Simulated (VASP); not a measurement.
# K3LuV2O8 (P-3m1) in VASP: single point with PBE

Aim: the single point of K3LuV2O8 with PBE.

Program: VASP 6.6.1. These are calculated values, not measurements. Logs are shortened: lines on timing, memory, paths and dates and some standing lists are left out, and cuts for length are marked.

## (1) The cell of the first run

The structure is trigonal, space group P-3m1 (No. 164). Conventional cell: a = 5.855 Å, b = 5.855 Å, c = 7.578 Å, α = 90.00°, β = 90.00°, γ = 120.00°. K (site symmetry -3m) has 12 O at 3.01 to 3.39 Å and 2 Lu at 3.79 Å and 6 V at 3.85 Å and 6 K at 4.13 Å within 4.2 Å. K (site symmetry 3m) has 10 O at 2.56 to 3.19 Å and 4 V at 3.36 to 3.42 Å within 3.5 Å. Within 2.9 Å of Lu (site symmetry -3m) lie 6 O at 2.20 Å. V (site symmetry 3m) has 4 O at 1.66 to 1.74 Å within 2.2 Å. Within 2.2 Å of O (site symmetry 3m) lie 1 V at 1.66 Å. O (site symmetry m) has 1 V at 1.74 Å and 1 Lu at 2.20 Å within 2.3 Å.

## (2) Single point, PBE

File INCAR:

```
SYSTEM = K3LuV2O8
ALGO     = Normal         ! electronic algorithm
EDIFF    = 1E-6           ! SCF threshold, eV
ENCUT    = 520            ! plane-wave cutoff, eV
GGA      = PE             ! functional
ISIF     = 2              ! what is computed and relaxed
ISMEAR   = -1             ! smearing method
LASPH    = .True.         ! aspherical terms in the spheres
LCHARG   = .False.        ! write CHGCAR
LREAL    = .False.        ! projectors in reciprocal space
LWAVE    = .False.        ! write WAVECAR
NBANDS   = 76             ! bands
NELM     = 100            ! most SCF steps
PREC     = Accurate       ! precision mode
SIGMA    = 0.02           ! smearing width, eV
```

File KPOINTS:

```
k-points
0
Gamma
  5 5 3
  0 0 0
```

File POSCAR:

```
K3LuV2O8
1.0
    5.8550005460      0.0000000000      0.0000000000
   -2.9275002730      5.0705792120      0.0000000000
    0.0000000000      0.0000000000      7.5780000000
K Lu V O
3 1 2 8
Direct
    0.0000000000      0.0000000000      0.0000000000
    0.6666666667      0.3333333333      0.6860992573
    0.3333333333      0.6666666667      0.3139007427
    0.0000000000      0.0000000000      0.5000000000
    0.6666666667      0.3333333333      0.2422484605
    0.3333333333      0.6666666667      0.7577515395
    0.6666666667      0.3333333333      0.0236913215
    0.3333333333      0.6666666667      0.9763086785
    0.3453545441      0.1726772720      0.3237134417
    0.8273227280      0.1726772720      0.3237134417
    0.8273227280      0.6546454559      0.3237134417
    0.1726772720      0.3453545441      0.6762865583
    0.1726772720      0.8273227280      0.6762865583
    0.6546454559      0.8273227280      0.6762865583
```

Potentials or basis: VASP PAW PBE potentials, release 64 (K_sv, Lu, V_sv, O).

Run with:

```sh
$ cat potpaw_PBE.64/K_sv/POTCAR potpaw_PBE.64/Lu/POTCAR potpaw_PBE.64/V_sv/POTCAR potpaw_PBE.64/O/POTCAR > POTCAR
$ mpirun -np 1 vasp_std > vasp.out
```

OUTCAR:

```text
SYSTEM = K3LuV2O8
   EDIFF = 1E-6
   ENCUT = 520
   GGA = PE
   ISIF = 2
   ISMEAR = -1
   LASPH = .True.
   LREAL = .False.
   NELM = 100
   PREC = Accurate

 ion  position               nearest neighbor table
   1  0.000  0.000  0.000-   4 3.79   4 3.79
   2  0.667  0.333  0.686-   7 2.56   5 3.36   4 3.66   4 3.66   4 3.66
   3  0.333  0.667  0.314-   8 2.56   6 3.36   4 3.66   4 3.66   4 3.66
   4  0.000  0.000  0.500-  10 2.20  13 2.20  12 2.20  11 2.20   9 2.20  14 2.20   2 3.66   3 3.66
                             3 3.66   2 3.66   2 3.66   3 3.66   1 3.79   1 3.79
   5  0.667  0.333  0.242-   7 1.66  11 1.74  10 1.74   9 1.74   2 3.36
   6  0.333  0.667  0.758-   8 1.66  12 1.74  13 1.74  14 1.74   3 3.36
   7  0.667  0.333  0.024-   5 1.66   2 2.56
   8  0.333  0.667  0.976-   6 1.66   3 2.56
   9  0.345  0.173  0.324-   5 1.74   4 2.20
  10  0.827  0.173  0.324-   5 1.74   4 2.20
  11  0.827  0.655  0.324-   5 1.74   4 2.20
  12  0.173  0.345  0.676-   6 1.74   4 2.20
  13  0.173  0.827  0.676-   6 1.74   4 2.20
  14  0.655  0.827  0.676-   6 1.74   4 2.20

  LATTYP: Found a hexagonal cell.
 ALAT       =     5.8550005460
 C/A-ratio  =     1.2942782738

  Lattice vectors:

 A1 = (   5.8550005460,   0.0000000000,   0.0000000000)
 A2 = (  -2.9275002730,   5.0705792120,   0.0000000000)
 A3 = (   0.0000000000,   0.0000000000,   7.5780000000)

Analysis of symmetry for initial positions (statically):
=====================================================================
 Subroutine PRICEL returns:
 Original cell was already a primitive cell.

 Routine SETGRP: Setting up the symmetry group for a
 hexagonal supercell.

 Subroutine GETGRP returns: Found 12 space group operations
 (whereof 12 operations were pure point group operations)
 out of a pool of 24 trial point group operations.

The static configuration has the point symmetry D_3d.

Analysis of symmetry for dynamics (positions and initial velocities):
=====================================================================
 Subroutine PRICEL returns:
 Original cell was already a primitive cell.

 Routine SETGRP: Setting up the symmetry group for a
 hexagonal supercell.

 Subroutine GETGRP returns: Found 12 space group operations
 (whereof 12 operations were pure point group operations)
 out of a pool of 24 trial point group operations.

The dynamic configuration has the point symmetry D_3d.

 Subroutine INISYM returns: Found 12 space group operations
 (whereof 12 operations are pure point group operations),
 and found     1 'primitive' translations

----------------------------------------------------------------------------------------

                                     Primitive cell

  volume of cell :     224.9775

  direct lattice vectors                    reciprocal lattice vectors
     5.855000546  0.000000000  0.000000000     0.170794177  0.098608064  0.000000000
    -2.927500273  5.070579212  0.000000000     0.000000000  0.197216128  0.000000000
     0.000000000  0.000000000  7.578000000     0.000000000  0.000000000  0.131960940

  length of vectors
     5.855000546  5.855000546  7.578000000     0.197216128  0.197216128  0.131960940

  position of ions in fractional coordinates (direct lattice)
     0.000000000  0.000000000  0.000000000
     0.666666667  0.333333333  0.686099257
     0.333333333  0.666666667  0.313900743
     0.000000000  0.000000000  0.500000000
     0.666666667  0.333333333  0.242248461
     0.333333333  0.666666667  0.757751539
     0.666666667  0.333333333  0.023691322
     0.333333333  0.666666667  0.976308678
     0.345354544  0.172677272  0.323713442
     0.827322728  0.172677272  0.323713442
     0.827322728  0.654645456  0.323713442
     0.172677272  0.345354544  0.676286558
     0.172677272  0.827322728  0.676286558
     0.654645456  0.827322728  0.676286558

  ion indices of the primitive-cell ions
   primitive index   ion index
                 1           1
                 2           2
                 3           3
                 4           4
                 5           5
                 6           6
                 7           7
                 8           8
                 9           9
                10          10
                11          11
                12          12
                13          13
                14          14

----------------------------------------------------------------------------------------

 KPOINTS: k-points

Automatic generation of k-mesh.
 Grid dimensions read from file:
 generate k-points for:    5    5    3

 Generating k-lattice:

  Cartesian coordinates                     Fractional coordinates (reciprocal lattice)
     0.034158835  0.019721613  0.000000000     0.200000000  0.000000000  0.000000000
     0.000000000  0.039443226  0.000000000     0.000000000  0.200000000  0.000000000
     0.000000000  0.000000000  0.043986980     0.000000000  0.000000000  0.333333333

  Length of vectors
     0.039443226  0.039443226  0.043986980

  Shift w.r.t. Gamma in fractional coordinates (k-lattice)
     0.000000000  0.000000000  0.000000000

 Subroutine IBZKPT returns following result:
 ===========================================

 Found     12 irreducible k-points:

 Following reciprocal coordinates:
            Coordinates               Weight
  0.000000  0.000000  0.000000      1.000000
  0.200000 -0.000000  0.000000      6.000000
  0.400000 -0.000000  0.000000      6.000000
  0.200000  0.200000  0.000000      6.000000
  0.400000  0.200000  0.000000      6.000000
  0.000000  0.000000  0.333333      2.000000
  0.200000 -0.000000  0.333333      6.000000
  0.000000  0.200000  0.333333      6.000000
  0.400000 -0.000000  0.333333      6.000000
  0.000000  0.400000  0.333333      6.000000
  0.200000  0.200000  0.333333     12.000000
  0.400000  0.200000  0.333333     12.000000
   k-points           NKPTS =     12   k-points in BZ     NKDIM =     12   number of bands    NBANDS=     76
   number of dos      NEDOS =    301   number of ions     NIONS =     14
   total plane-waves  NPLWV = 129024
   dimension x,y,z NGX =    48 NGY =   48 NGZ =   56
   dimension x,y,z NGXF=    96 NGYF=   96 NGZF=  112
   ions per type =               3   1   2   8
   NGX,Y,Z   is equivalent  to a cutoff of  13.63, 13.63, 12.29 a.u.
   NGXF,Y,Z  is equivalent  to a cutoff of  27.26, 27.26, 24.57 a.u.
 SYSTEM =  K3LuV2O8
   PREC   = accura    normal or accurate (medium, high low for compatibility)
   ISTART =      0    job   : 0-new  1-cont  2-samecut
   ICHARG =      2    charge: 1-file 2-atom 10-const
   ISPIN  =      1    spin polarized calculation?
   LNONCOLLINEAR =      F non collinear calculations
   LSORBIT =      F    spin-orbit coupling
   LASPH  =      T    aspherical Exc in radial PAW
   ENCUT  =  520.0 eV  38.22 Ry    6.18 a.u.  10.89 10.89 14.09*2*pi/ulx,y,z
   NELM   =    100;   NELMIN=  2; NELMDL= -5     # of ELM steps
   EDIFF  = 0.1E-05   stopping-criterion for ELM
   LREAL  =      F    real-space projection
   EDIFFG = 0.1E-04   stopping-criterion for IOM
   NSW    =      0    number of steps for IOM
   IBRION =     -1    ionic relax: 0-MD 1-quasi-New 2-CG
   NFREE  =      0    steps in history (QN), initial steepest desc. (CG)
   ISIF   =      2    stress and relaxation
   ISYM   =      2    0-nonsym 1-usesym 2-fastsym
   POTIM  = 0.5000    time-step for ionic-motion
   TEBEG  =    0.0;   TEEND  =   0.0 temperature during run
   PSTRESS=    0.0 pullay stress
   NELECT =     126.0000    total number of electrons
   NUPDOWN=      -1.0000    fix difference up-down
   EMIN   =  10.00;   EMAX   =-10.00  energy-range for DOS
   EFERMI =   0.00;   METHOD = LEGACY
   ISMEAR =    -1;   SIGMA  =   0.02  broadening in eV -4-tet -1-fermi 0-gaus
   EFERMI_NEDOS =   21; number of points for ismear=-14 and -15
   IALGO  =     38    algorithm
   IMIX   =      4    mixing-type and parameters
     AMIX     =   0.40;   BMIX     =  1.00
     AMIX_MAG =   1.60;   BMIX_MAG =  1.00
  volume/ion in A,a.u.               =      16.07       108.44
  Fermi-wavevector in a.u.,A,eV,Ry     =   1.349435  2.550062 24.775867  1.820975
  Thomas-Fermi vector in A             =   2.477022
   LORBIT       =      0    0 simple, 1 ext, 2 COOP (PROOUT), +10 PAW based schemes
   GGA     = PE    functional components
   LHFCALC =     F    Hartree Fock is set to
   AEXX    =    0.0000 exact exchange contribution
   IVDW    =     0    specifies the selected vdW correction
   LEPSILON=     F    determine dielectric tensor
   LRPA    =     F    only Hartree local field effects (RPA)
 non-spin polarized calculation
  energy-cutoff  :      520.00
  volume of cell :      224.98
 maximum number of plane-waves:      6073
 NGX is ok and might be reduce to    48
   NGX = 21   NGY = 21   NGZ = 29

 number of electron     125.9999993 magnetization

 Free energy of the ion-electron system (eV)
  ---------------------------------------------------
  ext. energy  EPLUGINS =         0.00000000
  ---------------------------------------------------
  free energy    TOTEN  =      -101.45286290 eV

  energy without entropy =     -101.45286290  energy(sigma->0) =     -101.45286290

 E-fermi :   0.5654     XC(G=0):  -9.3758

 val. band max:        0.0154297654   @ k =   0.4000  -0.0000   0.0000
 cond. band min:       3.3592960591   @ k =   0.0000   0.0000   0.0000
 fundamental gap:      3.3438662937
 Fermi energy:         0.5653860005

 k-point     1 :       0.0000    0.0000    0.0000
  band No.  band energies     occupation
      1     -63.3873      2.00000
      2     -63.3873      2.00000
      3     -53.0497      2.00000
      4     -37.3649      2.00000
      5     -37.3644      2.00000
      6     -37.3440      2.00000
[... 67 lines left out ...]
     74       5.5086      0.00000
     75       7.4274      0.00000
[... 856 lines left out ...]
     74       7.4085      0.00000
     75       7.5248      0.00000
 [bands above 75 left out]

------------------------ aborting loop because EDIFF is reached ----------------------------------------

  FORCE on cell =-STRESS in cart. coord.  units (eV):
  Direction    XX          YY          ZZ          XY          YZ          ZX
  --------------------------------------------------------------------------------------
  -------------------------------------------------------------------------------------
  Total        3.9812131      3.9812131      2.7969307      0.0000000      0.0000000      0.0000000
  in kB       28.3522082     28.3522082     19.9183417      0.0000000      0.0000000      0.0000000
  external PRESSURE =      25.5409194 kB  Pullay stress =       0.0000000 kB

 VOLUME and BASIS-vectors are now :
 -----------------------------------------------------------------------------
  energy-cutoff  :      520.00
  volume of cell :      224.98
      direct lattice vectors                 reciprocal lattice vectors
     5.855000546  0.000000000  0.000000000     0.170794177  0.098608064  0.000000000
    -2.927500273  5.070579212  0.000000000     0.000000000  0.197216128  0.000000000
     0.000000000  0.000000000  7.578000000     0.000000000  0.000000000  0.131960940

 POSITION                                       TOTAL-FORCE (eV/Angst)
 -----------------------------------------------------------------------------------
      0.00000      0.00000      0.00000        -0.000000      0.000000      0.000000
      2.92750      1.69019      5.19926        -0.000000      0.000000     -0.007159
     -0.00000      3.38039      2.37874        -0.000000      0.000000      0.007159
      0.00000      0.00000      3.78900        -0.000000      0.000000      0.000000
      2.92750      1.69019      1.83576        -0.000000      0.000000      0.105979
     -0.00000      3.38039      5.74224        -0.000000      0.000000     -0.105979
      2.92750      1.69019      0.17953        -0.000000      0.000000     -0.220037
     -0.00000      3.38039      7.39847        -0.000000      0.000000      0.220037
      1.51654      0.87557      2.45310        -0.048152     -0.027801      0.007340
      4.33846      0.87557      2.45310         0.048152     -0.027801      0.007340
      2.92750      3.31943      2.45310        -0.000000      0.055601      0.007340
     -0.00000      1.75115      5.12490        -0.000000     -0.055601     -0.007340
     -1.41096      4.19501      5.12490        -0.048152      0.027801     -0.007340
      1.41096      4.19501      5.12490         0.048152      0.027801     -0.007340
 -----------------------------------------------------------------------------------
    total drift:                               -0.000000      0.000000     -0.000000

  FREE ENERGIE OF THE ION-ELECTRON SYSTEM (eV)
  ---------------------------------------------------
  free  energy   TOTEN  =      -101.4528629046 eV

  energy  without entropy=     -101.4528629046  energy(sigma->0) =     -101.45286290
```

Wall time 6.5 min (1 thread of Intel Xeon Platinum 8259CL at 2.50GHz (Skylake/Cascade Lake), shared host); peak memory 0.48 GiB.

What came out:

```yaml
Free_energy: -101.4529 eV
Pressure: 2.6 GPa
Largest_force: 0.220 eV/Å
Band_gap_on_the_k_mesh: 3.34 eV (least direct gap 3.43 eV)
```

Forces in eV/Å, atoms in the order of the input:
```
K    0.000  0.000  0.000
K    0.000  0.000 -0.007
K    0.000  0.000  0.007
Lu   0.000  0.000  0.000
V    0.000  0.000  0.106
V    0.000  0.000 -0.106
O    0.000  0.000 -0.220
O    0.000  0.000  0.220
O   -0.048 -0.028  0.007
O    0.048 -0.028  0.007
O    0.000  0.056  0.007
O    0.000 -0.056 -0.007
O   -0.048  0.028 -0.007
O    0.048  0.028 -0.007
```

Stress tensor (GPa, compression positive):
```
2.84 0.00 0.00
0.00 2.84 0.00
0.00 0.00 1.99
```

Caveat: spin-orbit coupling is left out, which moves the levels of the heavy elements. A k mesh can miss the band edges.
